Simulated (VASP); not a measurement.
# Cu (I4/mmm) in VASP: further runs

The runs below take Cu through single point, with r2SCAN.

All numbers are computed with VASP 6.6.1; they aren't measurements. Logs are shortened: lines on timing, memory, paths and dates and some standing lists are left out, and cuts for length are marked.

### Step 1. The cell of the first run

Symmetry: I4/mmm, No. 139, tetragonal system. The conventional cell has a = 2.813 Å, b = 2.813 Å, c = 2.615 Å, α = 90.00°, β = 90.00°, γ = 90.00°. Cu (site symmetry 4/mmm) has 14 Cu at 2.38 to 2.81 Å within 3.1 Å.

### Step 2. Single point, r2SCAN (strain -0.025 along x and y, -0.050 along z)

POSCAR

```
Cu
1.0
   -1.4067234870      1.4067234870      1.3072773775
    1.4067234870     -1.4067234870      1.3072773775
    1.4067234870      1.4067234870     -1.3072773775
Cu
1
Direct
    0.0000000000      0.0000000000      0.0000000000
```

INCAR.step1

```
SYSTEM = Cu
PREC = Accurate
ENCUT = 520
ISMEAR = 0
SIGMA = 0.15
LREAL = .FALSE.
LASPH = .TRUE.
NELM = 100
NBANDS = 12
GGA = PE
ALGO = Normal
EDIFF = 1E-4
LWAVE = .TRUE.
LCHARG = .FALSE.
```

INCAR.step2

```
SYSTEM = Cu
PREC = Accurate
ENCUT = 520
EDIFF = 1E-7
ISMEAR = 0
SIGMA = 0.15
LREAL = .FALSE.
LASPH = .TRUE.
NELM = 100
ALGO = Normal
ISIF = 2
LWAVE = .FALSE.
LCHARG = .TRUE.
METAGGA = R2SCAN
LMIXTAU = .TRUE.
LELF = .TRUE.
LVHAR = .TRUE.
NBANDS = 12
ISTART = 1
```

KPOINTS

```
regular mesh
0
G
  24 24 24
  0 0 0
```

Potentials or basis: VASP PAW PBE potentials, release 64 (Cu).

Started as:

```bash
$ cat potpaw_PBE.64/Cu/POTCAR > POTCAR
$ cp INCAR.step1 INCAR
$ mpirun -np 1 vasp_std > vasp.out
$ cp INCAR.step2 INCAR
$ mpirun -np 1 vasp_std > vasp.out
```

OUTCAR:

```text
SYSTEM = Cu
   PREC = Accurate
   ENCUT = 520
   EDIFF = 1E-7
   ISMEAR = 0
   LREAL = .FALSE.
   LASPH = .TRUE.
   NELM = 100
   ISIF = 2
   METAGGA = R2SCAN
   ISTART = 1

 ion  position               nearest neighbor table
   1  0.000  0.000  0.000-

  LATTYP: Found a body centered tetragonal cell.
 ALAT       =     2.8134469740
 C/A-ratio  =     0.9293065692

  Lattice vectors:

 A1 = (  -1.4067234870,   1.4067234870,   1.3072773775)
 A2 = (   1.4067234870,  -1.4067234870,   1.3072773775)
 A3 = (   1.4067234870,   1.4067234870,  -1.3072773775)

Analysis of symmetry for initial positions (statically):
=====================================================================
 Subroutine PRICEL returns:
 Original cell was already a primitive cell.

 Routine SETGRP: Setting up the symmetry group for a
 body centered tetragonal supercell.

 Subroutine GETGRP returns: Found 16 space group operations
 (whereof 16 operations were pure point group operations)
 out of a pool of 16 trial point group operations.

The static configuration has the point symmetry D_4h.

Analysis of symmetry for dynamics (positions and initial velocities):
=====================================================================
 Subroutine PRICEL returns:
 Original cell was already a primitive cell.

 Routine SETGRP: Setting up the symmetry group for a
 body centered tetragonal supercell.

 Subroutine GETGRP returns: Found 16 space group operations
 (whereof 16 operations were pure point group operations)
 out of a pool of 16 trial point group operations.

The dynamic configuration has the point symmetry D_4h.

 Subroutine INISYM returns: Found 16 space group operations
 (whereof 16 operations are pure point group operations),
 and found     1 'primitive' translations

----------------------------------------------------------------------------------------

                                     Primitive cell

  volume of cell :      10.3477

  direct lattice vectors                    reciprocal lattice vectors
    -1.406723487  1.406723487  1.307277377     0.000000000  0.355435880  0.382474300
     1.406723487 -1.406723487  1.307277377     0.355435880  0.000000000  0.382474300
     1.406723487  1.406723487 -1.307277377     0.355435880  0.355435880  0.000000000

  length of vectors
     2.380486522  2.380486522  2.380486522     0.522131454  0.522131454  0.502662242

  position of ions in fractional coordinates (direct lattice)
     0.000000000  0.000000000  0.000000000

  ion indices of the primitive-cell ions
   primitive index   ion index
                 1           1

----------------------------------------------------------------------------------------

 KPOINTS: regular mesh

Automatic generation of k-mesh.
 Grid dimensions read from file:
 generate k-points for:   24   24   24

 Generating k-lattice:

  Cartesian coordinates                     Fractional coordinates (reciprocal lattice)
     0.000000000  0.014809828  0.015936429     0.041666667 -0.000000000  0.000000000
     0.014809828  0.000000000  0.015936429    -0.000000000  0.041666667  0.000000000
     0.014809828  0.014809828  0.000000000     0.000000000  0.000000000  0.041666667

  Length of vectors
     0.021755477  0.021755477  0.020944260

  Shift w.r.t. Gamma in fractional coordinates (k-lattice)
     0.000000000  0.000000000  0.000000000

 Subroutine IBZKPT returns following result:
 ===========================================

 Found   1063 irreducible k-points:

 Following reciprocal coordinates:
            Coordinates               Weight
  0.000000  0.000000  0.000000      1.000000
  0.041667  0.000000  0.000000      8.000000
  0.083333 -0.000000  0.000000      8.000000
  0.125000 -0.000000  0.000000      8.000000
  0.166667 -0.000000  0.000000      8.000000
  0.208333 -0.000000  0.000000      8.000000
[... 16 lines left out ...]
  0.416667  0.041667  0.000000     16.000000
  0.458333  0.041667  0.000000     16.000000
 [... further k-points ...]
   k-points           NKPTS =   1063   k-points in BZ     NKDIM =   1063   number of bands    NBANDS=     12
   number of dos      NEDOS =    301   number of ions     NIONS =      1
   total plane-waves  NPLWV =   5832
   dimension x,y,z NGX =    18 NGY =   18 NGZ =   18
   dimension x,y,z NGXF=    36 NGYF=   36 NGZF=   36
   ions per type =               1
   NGX,Y,Z   is equivalent  to a cutoff of  12.57, 12.57, 12.57 a.u.
   NGXF,Y,Z  is equivalent  to a cutoff of  25.14, 25.14, 25.14 a.u.
 SYSTEM =  Cu
   PREC   = accura    normal or accurate (medium, high low for compatibility)
   ISTART =      1    job   : 0-new  1-cont  2-samecut
   ICHARG =      0    charge: 1-file 2-atom 10-const
   ISPIN  =      1    spin polarized calculation?
   LNONCOLLINEAR =      F non collinear calculations
   LSORBIT =      F    spin-orbit coupling
   LASPH  =      T    aspherical Exc in radial PAW
   ENCUT  =  520.0 eV  38.22 Ry    6.18 a.u.   4.43  4.43  4.43*2*pi/ulx,y,z
   NELM   =    100;   NELMIN=  2; NELMDL=  0     # of ELM steps
   EDIFF  = 0.1E-06   stopping-criterion for ELM
   LREAL  =      F    real-space projection
   EDIFFG = 0.1E-05   stopping-criterion for IOM
   NSW    =      0    number of steps for IOM
   IBRION =     -1    ionic relax: 0-MD 1-quasi-New 2-CG
   NFREE  =      0    steps in history (QN), initial steepest desc. (CG)
   ISIF   =      2    stress and relaxation
   ISYM   =      2    0-nonsym 1-usesym 2-fastsym
   POTIM  = 0.5000    time-step for ionic-motion
   TEBEG  =    0.0;   TEEND  =   0.0 temperature during run
   PSTRESS=    0.0 pullay stress
   NELECT =      11.0000    total number of electrons
   NUPDOWN=      -1.0000    fix difference up-down
   EMIN   =  10.00;   EMAX   =-10.00  energy-range for DOS
   EFERMI =   0.00;   METHOD = LEGACY
   ISMEAR =     0;   SIGMA  =   0.15  broadening in eV -4-tet -1-fermi 0-gaus
   EFERMI_NEDOS =   21; number of points for ismear=-14 and -15
   IALGO  =     38    algorithm
   IMIX   =      4    mixing-type and parameters
     AMIX     =   0.40;   BMIX     =  1.00
     AMIX_MAG =   1.60;   BMIX_MAG =  1.00
  volume/ion in A,a.u.               =      10.35        69.83
  Fermi-wavevector in a.u.,A,eV,Ry     =   1.670798  3.157351 37.981568  2.791566
  Thomas-Fermi vector in A             =   2.756233
   LORBIT       =      0    0 simple, 1 ext, 2 COOP (PROOUT), +10 PAW based schemes
   METAGGA = R2SCAN    functional components
   LHFCALC =     F    Hartree Fock is set to
   AEXX    =    0.0000 exact exchange contribution
   IVDW    =     0    specifies the selected vdW correction
   LEPSILON=     F    determine dielectric tensor
   LRPA    =     F    only Hartree local field effects (RPA)
 non-spin polarized calculation
 Gauss-broadening in eV      SIGMA  =   0.15
  energy-cutoff  :      520.00
  volume of cell :       10.35
 maximum number of plane-waves:       297
 NGX is ok and might be reduce to    18
   NGX =  9   NGY =  9   NGZ =  9

 number of electron      10.9999992 magnetization

 Free energy of the ion-electron system (eV)
  ---------------------------------------------------
  ext. energy  EPLUGINS =         0.00000000
  ---------------------------------------------------
  free energy    TOTEN  =       -10.71558271 eV

  energy without entropy =      -10.71162071  energy(sigma->0) =      -10.71360171

 E-fermi :   9.1676     XC(G=0): -14.6605

 val. band max:        9.1661388132   @ k =   0.5000   0.2500   0.1250
 cond. band min:       9.1714081667   @ k =  -0.2083  -0.3333   0.1250
 fundamental gap:      0.0052693535
 Fermi energy:         9.1675689351

 k-point     1 :       0.0000    0.0000    0.0000
  band No.  band energies     occupation
      1      -1.6149      2.00000
      2       5.2396      2.00000
      3       5.5996      2.00000
      4       5.5998      2.00000
      5       6.4678      2.00000
      6       6.8480      2.00000
      7      35.6788      0.00000
      8      35.6788      0.00000
      9      37.9140      0.00000
     10      40.6795      0.00000
     11      40.9342      0.00000
     12      41.9447      0.00000

 k-point     2 :       0.0417    0.0000    0.0000
  band No.  band energies     occupation
      1      -1.5361      2.00000
      2       5.2487      2.00000
      3       5.5963      2.00000
      4       5.6048      2.00000
      5       6.4701      2.00000
      6       6.8344      2.00000
      7      35.3262      0.00000
      8      35.5047      0.00000
      9      37.2829      0.00000
     10      40.2327      0.00000
     11      40.4720      0.00000
     12      40.9583      0.00000

 k-point     3 :       0.0833   -0.0000    0.0000
  band No.  band energies     occupation
      1      -1.3013      2.00000
      2       5.2558      2.00000
      3       5.5834      2.00000
      4       5.6406      2.00000
      5       6.4779      2.00000
      6       6.7985      2.00000
      7      34.1973      0.00000
      8      35.0654      0.00000
      9      35.8707      0.00000
     10      38.8104      0.00000
     11      39.7954      0.00000
     12      40.4065      0.00000
[... 286 lines left out ...]
 k-point    23 :       0.4167    0.0417    0.0000
  band No.  band energies     occupation
      1       3.1040      2.00000
      2       4.4682      2.00000
      3       6.5624      2.00000
      4       6.9315      2.00000
      5       7.2675      2.00000
      6       8.1187      2.00000
      7      15.9648      0.00000
      8      27.6412      0.00000
      9      28.6551      0.00000
     10      32.9752      0.00000
     11      36.7155      0.00000
     12      45.2417      0.00000

 k-point    24 :       0.4583    0.0417    0.0000
  band No.  band energies     occupation
      1       3.1460      2.00000
      2       4.4377      2.00000
      3       6.6096      2.00000
      4       6.9543      2.00000
      5       7.4252      2.00000
      6       8.6548      2.00000
      7      14.9828      0.00000
      8      27.4095      0.00000
      9      28.4327      0.00000
     10      32.9297      0.00000
     11      36.7267      0.00000
     12      45.8469      0.00000

 [... further k-points ...]
[... 5 lines left out ...]
  --------------------------------------------------------------------------------------
  -------------------------------------------------------------------------------------
  Total        1.4256244      1.4256244      1.5282215      0.0000000      0.0000000      0.0000000
  in kB      220.7346396    220.7346396    236.6201148      0.0000000      0.0000000      0.0000000
  external PRESSURE =     226.0297980 kB  Pullay stress =       0.0000000 kB

 VOLUME and BASIS-vectors are now :
 -----------------------------------------------------------------------------
  energy-cutoff  :      520.00
  volume of cell :       10.35
      direct lattice vectors                 reciprocal lattice vectors
    -1.406723487  1.406723487  1.307277377     0.000000000  0.355435880  0.382474300
     1.406723487 -1.406723487  1.307277377     0.355435880  0.000000000  0.382474300
     1.406723487  1.406723487 -1.307277377     0.355435880  0.355435880  0.000000000

 POSITION                                       TOTAL-FORCE (eV/Angst)
 -----------------------------------------------------------------------------------
      0.00000      0.00000      0.00000        -0.000000      0.000000      0.000000
 -----------------------------------------------------------------------------------
    total drift:                                0.000000      0.000000      0.000000

  FREE ENERGIE OF THE ION-ELECTRON SYSTEM (eV)
  ---------------------------------------------------
  free  energy   TOTEN  =       -10.7155827113 eV

  energy  without entropy=      -10.7116207062  energy(sigma->0) =      -10.71360171
```

It took 6 min on 1 thread of Intel Xeon 6975P-C, shared host; peak memory 0.24 GiB.

Results:

| Item | Value |
| --- | --- |
| Free energy | -10.7156 eV |
| Pressure | 22.6 GPa |

Stress tensor (GPa, compression positive):
```
22.07  0.00  0.00
 0.00 22.07  0.00
 0.00  0.00 23.66
```

Caveat: the cell differs from its parent crystal (strain -0.025 along x and y, -0.050 along z); the PAW data sets were made with another functional, which shifts forces and pressure a little.

### Step 3. Single point, r2SCAN (strain -0.050 along x and y, +0.025 along z)

POSCAR

```
Cu
1.0
   -1.3706536540      1.3706536540      1.4104834862
    1.3706536540     -1.3706536540      1.4104834862
    1.3706536540      1.3706536540     -1.4104834862
Cu
1
Direct
    0.0000000000      0.0000000000      0.0000000000
```

INCAR.step1

```
SYSTEM = Cu
  ALGO = Normal
  EDIFF = 1E-4
  ENCUT = 520
  GGA = PE
  ISMEAR = 0
  LASPH = .True.
  LCHARG = .False.
  LREAL = .False.
  LWAVE = .True.
  NBANDS = 12
  NELM = 80
  PREC = Accurate
  SIGMA = 0.15
```

INCAR.step2

```
SYSTEM = Cu
  ALGO = Normal
  EDIFF = 1E-7
  ENCUT = 520
  ISIF = 2
  ISMEAR = 0
  ISTART = 1
  LASPH = .True.
  LCHARG = .False.
  LMIXTAU = .True.
  LREAL = .False.
  LWAVE = .False.
  METAGGA = R2SCAN
  NBANDS = 12
  NELM = 80
  PREC = Accurate
  SIGMA = 0.15
```

KPOINTS

```
k-points
0
Gamma
  24 24 24
  0 0 0
```

Potentials or basis: VASP PAW PBE potentials, release 64 (Cu).

Started as:

```bash
$ cat potpaw_PBE.64/Cu/POTCAR > POTCAR
$ cp INCAR.step1 INCAR
$ mpirun -np 1 vasp_std > vasp.out
$ cp INCAR.step2 INCAR
$ mpirun -np 1 vasp_std > vasp.out
```

OUTCAR:

```text
SYSTEM = Cu
   EDIFF = 1E-7
   ENCUT = 520
   ISIF = 2
   ISMEAR = 0
   ISTART = 1
   LASPH = .True.
   LREAL = .False.
   METAGGA = R2SCAN
   NELM = 80
   PREC = Accurate

 ion  position               nearest neighbor table
   1  0.000  0.000  0.000-

  LATTYP: Found a body centered tetragonal cell.
 ALAT       =     2.7413073080
 C/A-ratio  =     1.0290590056

  Lattice vectors:

 A1 = (  -1.3706536540,   1.3706536540,   1.4104834862)
 A2 = (   1.3706536540,  -1.3706536540,   1.4104834862)
 A3 = (   1.3706536540,   1.3706536540,  -1.4104834862)

Analysis of symmetry for initial positions (statically):
=====================================================================
 Subroutine PRICEL returns:
 Original cell was already a primitive cell.

 Routine SETGRP: Setting up the symmetry group for a
 body centered tetragonal supercell.

 Subroutine GETGRP returns: Found 16 space group operations
 (whereof 16 operations were pure point group operations)
 out of a pool of 16 trial point group operations.

The static configuration has the point symmetry D_4h.

Analysis of symmetry for dynamics (positions and initial velocities):
=====================================================================
 Subroutine PRICEL returns:
 Original cell was already a primitive cell.

 Routine SETGRP: Setting up the symmetry group for a
 body centered tetragonal supercell.

 Subroutine GETGRP returns: Found 16 space group operations
 (whereof 16 operations were pure point group operations)
 out of a pool of 16 trial point group operations.

The dynamic configuration has the point symmetry D_4h.

 Subroutine INISYM returns: Found 16 space group operations
 (whereof 16 operations are pure point group operations),
 and found     1 'primitive' translations

----------------------------------------------------------------------------------------

                                     Primitive cell

  volume of cell :      10.5995

[... 108 lines left out ...]
  Fermi-wavevector in a.u.,A,eV,Ry     =   1.657466  3.132156 37.377828  2.747193
  Thomas-Fermi vector in A             =   2.745214
   LORBIT       =      0    0 simple, 1 ext, 2 COOP (PROOUT), +10 PAW based schemes
   METAGGA = R2SCAN    functional components
   LHFCALC =     F    Hartree Fock is set to
   AEXX    =    0.0000 exact exchange contribution
   IVDW    =     0    specifies the selected vdW correction
   LEPSILON=     F    determine dielectric tensor
   LRPA    =     F    only Hartree local field effects (RPA)
 non-spin polarized calculation
 Gauss-broadening in eV      SIGMA  =   0.15
  energy-cutoff  :      520.00
  volume of cell :       10.60
 maximum number of plane-waves:       313
 NGX is ok and might be reduce to    18
   NGX =  9   NGY =  9   NGZ =  9

 number of electron      11.0000015 magnetization

 Free energy of the ion-electron system (eV)
  ---------------------------------------------------
  ext. energy  EPLUGINS =         0.00000000
  ---------------------------------------------------
  free energy    TOTEN  =       -10.74779067 eV

  energy without entropy =      -10.74389141  energy(sigma->0) =      -10.74584104

 E-fermi :   8.8231     XC(G=0): -14.4925

 val. band max:        8.8206096841   @ k =   0.5000   0.1250   0.0833
 cond. band min:       8.8246201258   @ k =  -0.2917  -0.3333   0.2917
 fundamental gap:      0.0040104417
 Fermi energy:         8.8231205275

 k-point     1 :       0.0000    0.0000    0.0000
  band No.  band energies     occupation
      1      -1.7458      2.00000
      2       5.1758      2.00000
      3       5.1759      2.00000
      4       5.3012      2.00000
      5       6.3306      2.00000
      6       6.4599      2.00000
      7      35.4727      0.00000
      8      36.1459      0.00000
      9      36.1460      0.00000
     10      40.4550      0.00000
     11      40.8310      0.00000
     12      41.0472      0.00000
[... 331 lines left out ...]
 k-point    24 :       0.4583    0.0417   -0.0000
  band No.  band energies     occupation
      1       2.9533      2.00000
      2       4.4148      2.00000
      3       6.2960      2.00000
      4       6.4414      2.00000
      5       7.0403      2.00000
      6       8.1033      2.00000
      7      14.0784      0.00000
      8      27.6698      0.00000
      9      28.8034      0.00000
     10      33.1891      0.00000
     11      36.7868      0.00000
     12      44.9545      0.00000

 [... further k-points ...]
[... 5 lines left out ...]
  --------------------------------------------------------------------------------------
  -------------------------------------------------------------------------------------
  Total        1.0743507      1.0743507      1.0869740      0.0000000     -0.0000000      0.0000000
  in kB      162.3952074    162.3952074    164.3033027      0.0000000     -0.0000000      0.0000000
  external PRESSURE =     163.0312392 kB  Pullay stress =       0.0000000 kB

 VOLUME and BASIS-vectors are now :
 -----------------------------------------------------------------------------
  energy-cutoff  :      520.00
  volume of cell :       10.60
      direct lattice vectors                 reciprocal lattice vectors
    -1.370653654  1.370653654  1.410483486     0.000000000  0.364789455  0.354488376
     1.370653654 -1.370653654  1.410483486     0.364789455  0.000000000  0.354488376
     1.370653654  1.370653654 -1.410483486     0.364789455  0.364789455  0.000000000

 POSITION                                       TOTAL-FORCE (eV/Angst)
 -----------------------------------------------------------------------------------
      0.00000      0.00000      0.00000         0.000000     -0.000000      0.000000
 -----------------------------------------------------------------------------------
    total drift:                                0.000000      0.000000      0.000000

  FREE ENERGIE OF THE ION-ELECTRON SYSTEM (eV)
  ---------------------------------------------------
  free  energy   TOTEN  =       -10.7477906689 eV

  energy  without entropy=      -10.7438914148  energy(sigma->0) =      -10.74584104
```

Wall time 5.5 min (1 thread of Intel Xeon 6975P-C, shared host); peak memory 0.24 GiB.

Results:

| Item | Value |
| --- | --- |
| Free energy | -10.7478 eV |
| Pressure | 16.3 GPa |

Caveat: the cell differs from its parent crystal (strain -0.050 along x and y, +0.025 along z); the PAW data sets were made with another functional, which shifts forces and pressure a little.

(Continued in part 2 of 2.)
